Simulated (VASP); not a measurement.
# Al (Fm-3m) in VASP: a series of runs

Runs on Al. Level: LDA. Tasks: single point.

Program: VASP 6.6.1. These are calculated values, not measurements. Logs are shortened: lines on timing, memory, paths and dates and some standing lists are left out, and cuts for length are marked.

## Step 1: The cell of the first run

The structure is cubic, space group Fm-3m (No. 225). The conventional cell has a = 3.976 Å, b = 3.976 Å, c = 3.976 Å, α = 90.00°, β = 90.00°, γ = 90.00°. Al (site symmetry m-3m) has 12 Al at 2.81 Å within 3.7 Å.

## Step 2: Single point, LDA

The input, INCAR:

```
PREC = Accurate
ENCUT = 500
EDIFF = 1E-6
ISMEAR = 1
SIGMA = 0.1
LREAL = False
LASPH = True
NELM = 120
ALGO = Normal
ISIF = 2
LWAVE = False
LCHARG = True
GGA = CA
LELF = True
LVHAR = True
NBANDS = 8
GGA_COMPAT = False
```

The input, KPOINTS:

```
regular mesh
0
Gamma
  9 9 9
```

The input, POSCAR:

```
Al
1.0
    0.0000000000      1.9878639815      1.9878639815
    1.9878639815      0.0000000000      1.9878639815
    1.9878639815      1.9878639815      0.0000000000
Al
1
Direct
    0.0000000000      0.0000000000      0.0000000000
```

Potentials or basis: VASP PAW LDA potentials, release 64 (Al).

The run is started by

```sh
$ cat potpaw_LDA.64/Al/POTCAR > POTCAR
$ mpirun -np 1 vasp_std > vasp.out
```

OUTCAR:

```text
PREC = Accurate
   ENCUT = 500
   EDIFF = 1E-6
   ISMEAR = 1
   LREAL = False
   LASPH = True
   NELM = 120
   ISIF = 2
   GGA = CA

 ion  position               nearest neighbor table
   1  0.000  0.000  0.000-

  LATTYP: Found a face centered cubic cell.
 ALAT       =     3.9757279630

  Lattice vectors:

 A1 = (   0.0000000000,   1.9878639815,   1.9878639815)
 A2 = (   1.9878639815,   0.0000000000,   1.9878639815)
 A3 = (   1.9878639815,   1.9878639815,   0.0000000000)

Analysis of symmetry for initial positions (statically):
=====================================================================
 Subroutine PRICEL returns:
 Original cell was already a primitive cell.

 Routine SETGRP: Setting up the symmetry group for a
 face centered cubic supercell.

 Subroutine GETGRP returns: Found 48 space group operations
 (whereof 48 operations were pure point group operations)
 out of a pool of 48 trial point group operations.

The static configuration has the point symmetry O_h .

Analysis of symmetry for dynamics (positions and initial velocities):
=====================================================================
 Subroutine PRICEL returns:
 Original cell was already a primitive cell.

 Routine SETGRP: Setting up the symmetry group for a
 face centered cubic supercell.

 Subroutine GETGRP returns: Found 48 space group operations
 (whereof 48 operations were pure point group operations)
 out of a pool of 48 trial point group operations.

The dynamic configuration has the point symmetry O_h .

 Subroutine INISYM returns: Found 48 space group operations
 (whereof 48 operations are pure point group operations),
 and found     1 'primitive' translations

----------------------------------------------------------------------------------------

                                     Primitive cell

  volume of cell :      15.7105

  direct lattice vectors                    reciprocal lattice vectors
     0.000000000  1.987863982  1.987863982    -0.251526264  0.251526264  0.251526264
     1.987863982  0.000000000  1.987863982     0.251526264 -0.251526264  0.251526264
     1.987863982  1.987863982  0.000000000     0.251526264  0.251526264 -0.251526264

  length of vectors
     2.811264203  2.811264203  2.811264203     0.435656268  0.435656268  0.435656268

  position of ions in fractional coordinates (direct lattice)
     0.000000000  0.000000000  0.000000000

  ion indices of the primitive-cell ions
   primitive index   ion index
                 1           1

----------------------------------------------------------------------------------------

 KPOINTS: regular mesh

Automatic generation of k-mesh.
 Grid dimensions read from file:
 generate k-points for:    9    9    9

 Generating k-lattice:

  Cartesian coordinates                     Fractional coordinates (reciprocal lattice)
    -0.027947363  0.027947363  0.027947363     0.111111111  0.000000000  0.000000000
     0.027947363 -0.027947363  0.027947363     0.000000000  0.111111111  0.000000000
     0.027947363  0.027947363 -0.027947363     0.000000000  0.000000000  0.111111111

  Length of vectors
     0.048406252  0.048406252  0.048406252

  Shift w.r.t. Gamma in fractional coordinates (k-lattice)
     0.000000000  0.000000000  0.000000000

 Subroutine IBZKPT returns following result:
 ===========================================

 Found     35 irreducible k-points:

 Following reciprocal coordinates:
            Coordinates               Weight
  0.000000  0.000000  0.000000      1.000000
  0.111111  0.000000  0.000000      8.000000
  0.222222  0.000000  0.000000      8.000000
  0.333333  0.000000  0.000000      8.000000
  0.444444  0.000000  0.000000      8.000000
  0.111111  0.111111  0.000000      6.000000
[... 16 lines left out ...]
 -0.333333  0.333333  0.000000     12.000000
  0.444444  0.444444  0.000000      6.000000
 [... further k-points ...]
   k-points           NKPTS =     35   k-points in BZ     NKDIM =     35   number of bands    NBANDS=      8
   number of dos      NEDOS =    301   number of ions     NIONS =      1
   total plane-waves  NPLWV =  13824
   dimension x,y,z NGX =    24 NGY =   24 NGZ =   24
   dimension x,y,z NGXF=    48 NGYF=   48 NGZF=   48
   ions per type =               1
   NGX,Y,Z   is equivalent  to a cutoff of  14.19, 14.19, 14.19 a.u.
   NGXF,Y,Z  is equivalent  to a cutoff of  28.39, 28.39, 28.39 a.u.
 SYSTEM =  unknown system
   PREC   = accura    normal or accurate (medium, high low for compatibility)
   ISTART =      0    job   : 0-new  1-cont  2-samecut
   ICHARG =      2    charge: 1-file 2-atom 10-const
   ISPIN  =      1    spin polarized calculation?
   LNONCOLLINEAR =      F non collinear calculations
   LSORBIT =      F    spin-orbit coupling
   LASPH  =      T    aspherical Exc in radial PAW
   ENCUT  =  500.0 eV  36.75 Ry    6.06 a.u.   5.13  5.13  5.13*2*pi/ulx,y,z
   NELM   =    120;   NELMIN=  2; NELMDL= -5     # of ELM steps
   EDIFF  = 0.1E-05   stopping-criterion for ELM
   LREAL  =      F    real-space projection
   EDIFFG = 0.1E-04   stopping-criterion for IOM
   NSW    =      0    number of steps for IOM
   IBRION =     -1    ionic relax: 0-MD 1-quasi-New 2-CG
   NFREE  =      0    steps in history (QN), initial steepest desc. (CG)
   ISIF   =      2    stress and relaxation
   ISYM   =      2    0-nonsym 1-usesym 2-fastsym
   POTIM  = 0.5000    time-step for ionic-motion
   TEBEG  =    0.0;   TEEND  =   0.0 temperature during run
   PSTRESS=    0.0 pullay stress
   NELECT =       3.0000    total number of electrons
   NUPDOWN=      -1.0000    fix difference up-down
   EMIN   =  10.00;   EMAX   =-10.00  energy-range for DOS
   EFERMI =   0.00;   METHOD = LEGACY
   ISMEAR =     1;   SIGMA  =   0.10  broadening in eV -4-tet -1-fermi 0-gaus
   EFERMI_NEDOS =   21; number of points for ismear=-14 and -15
   IALGO  =     38    algorithm
   IMIX   =      4    mixing-type and parameters
     AMIX     =   0.40;   BMIX     =  1.00
     AMIX_MAG =   1.60;   BMIX_MAG =  1.00
  volume/ion in A,a.u.               =      15.71       106.02
  Fermi-wavevector in a.u.,A,eV,Ry     =   0.942725  1.781493 12.091924  0.888731
  Thomas-Fermi vector in A             =   2.070363
   LORBIT       =      0    0 simple, 1 ext, 2 COOP (PROOUT), +10 PAW based schemes
   GGA     = CA    functional components
   LHFCALC =     F    Hartree Fock is set to
   AEXX    =    0.0000 exact exchange contribution
   IVDW    =     0    specifies the selected vdW correction
   LEPSILON=     F    determine dielectric tensor
   LRPA    =     F    only Hartree local field effects (RPA)
 non-spin polarized calculation
 Methfessel and Paxton  Order N= 1 SIGMA  =   0.10
  energy-cutoff  :      500.00
  volume of cell :       15.71
 maximum number of plane-waves:       411
 NGX is ok and might be reduce to    24
   NGX = 11   NGY = 11   NGZ = 11

 number of electron       3.0000000 magnetization

 Free energy of the ion-electron system (eV)
  ---------------------------------------------------
  ext. energy  EPLUGINS =         0.00000000
  ---------------------------------------------------
  free energy    TOTEN  =        -4.15941797 eV

  energy without entropy =       -4.15846556  energy(sigma->0) =       -4.15910050

 E-fermi :   8.2804     XC(G=0): -10.5254

 val. band max:        8.1766427971   @ k =   0.4444   0.4444   0.0000
 cond. band min:       8.3074557112   @ k =  -0.4444   0.3333   0.1111
 fundamental gap:      0.1308129141
 Fermi energy:         8.2804442754

 k-point     1 :       0.0000    0.0000    0.0000
  band No.  band energies     occupation
      1      -3.1316      2.00000
      2      21.1502      0.00000
      3      21.1502      0.00000
      4      21.1502      0.00000
      5      22.8536      0.00000
      6      22.8536      0.00000
      7      22.8536      0.00000
      8      25.2835      0.00000

 k-point     2 :       0.1111    0.0000    0.0000
  band No.  band energies     occupation
      1      -2.7860      2.00000
      2      17.3928      0.00000
      3      20.3646      0.00000
      4      20.3646      0.00000
      5      23.4928      0.00000
      6      24.1448      0.00000
      7      24.1448      0.00000
      8      26.5819      0.00000

 k-point     3 :       0.2222    0.0000    0.0000
  band No.  band energies     occupation
      1      -1.7548      2.00000
      2      12.8987      0.00000
      3      19.5956      0.00000
      4      19.5956      0.00000
      5      23.1637      0.00000
      6      23.9193      0.00000
      7      23.9193      0.00000
      8      26.9332      0.00000

 k-point     4 :       0.3333    0.0000    0.0000
  band No.  band energies     occupation
      1      -0.0535      2.00000
      2       8.8179     -0.00000
      3      19.3429      0.00000
      4      19.3429      0.00000
      5      21.9843      0.00000
      6      21.9843      0.00000
      7      23.0800      0.00000
      8      26.1764      0.00000

 k-point     5 :       0.4444    0.0000    0.0000
  band No.  band energies     occupation
      1       2.2914      2.00000
      2       5.2725      2.00000
      3      19.6504      0.00000
      4      19.6504      0.00000
      5      20.5383      0.00000
      6      20.5383      0.00000
      7      23.5256      0.00000
      8      24.5894      0.00000
[... 177 lines left out ...]
 k-point    22 :      -0.4444    0.3333    0.0000
  band No.  band energies     occupation
      1       4.8642      2.00000
      2       7.7834      2.00000
      3       9.1236     -0.00000
      4      14.9526      0.00000
      5      16.5962      0.00000
      6      23.4773      0.00000
      7      29.7985      0.00000
      8      32.1597      0.00000

 k-point    23 :      -0.3333    0.3333    0.0000
  band No.  band energies     occupation
      1       4.9110      2.00000
      2       7.1832      2.00000
      3       8.7549     -0.00000
      4      15.8324      0.00000
      5      17.6548      0.00000
      6      27.4576      0.00000
      7      29.0050      0.00000
      8      29.0287      0.00000

 k-point    24 :       0.4444    0.4444    0.0000
  band No.  band energies     occupation
      1       4.0010      2.00000
      2       8.1766      2.05727
      3      13.7304      0.00000
      4      14.1729      0.00000
      5      14.1729      0.00000
      6      17.8404      0.00000
      7      33.7294      0.00000
      8      35.3479      0.00000

 [... further k-points ...]
[... 5 lines left out ...]
  --------------------------------------------------------------------------------------
  -------------------------------------------------------------------------------------
  Total        0.1122336      0.1122336      0.1122336      0.0000000     -0.0000000      0.0000000
  in kB       11.4457320     11.4457320     11.4457320      0.0000000     -0.0000000      0.0000000
  external PRESSURE =      11.4457320 kB  Pullay stress =       0.0000000 kB

 VOLUME and BASIS-vectors are now :
 -----------------------------------------------------------------------------
  energy-cutoff  :      500.00
  volume of cell :       15.71
      direct lattice vectors                 reciprocal lattice vectors
     0.000000000  1.987863982  1.987863982    -0.251526264  0.251526264  0.251526264
     1.987863982  0.000000000  1.987863982     0.251526264 -0.251526264  0.251526264
     1.987863982  1.987863982  0.000000000     0.251526264  0.251526264 -0.251526264

 POSITION                                       TOTAL-FORCE (eV/Angst)
 -----------------------------------------------------------------------------------
      0.00000      0.00000      0.00000         0.000000      0.000000      0.000000
 -----------------------------------------------------------------------------------
    total drift:                               -0.000000      0.000000     -0.000000

  FREE ENERGIE OF THE ION-ELECTRON SYSTEM (eV)
  ---------------------------------------------------
  free  energy   TOTEN  =        -4.1594179652 eV

  energy  without entropy=       -4.1584655556  energy(sigma->0) =       -4.15910050
```

Run time: 3.1 s. Hardware: 1 thread of Intel Xeon 6975P-C, shared host; peak memory 0.12 GiB.

Results:

```
Free energy : -4.1594 eV
Pressure    : 1.1 GPa
```

[end of part 1 of 2]
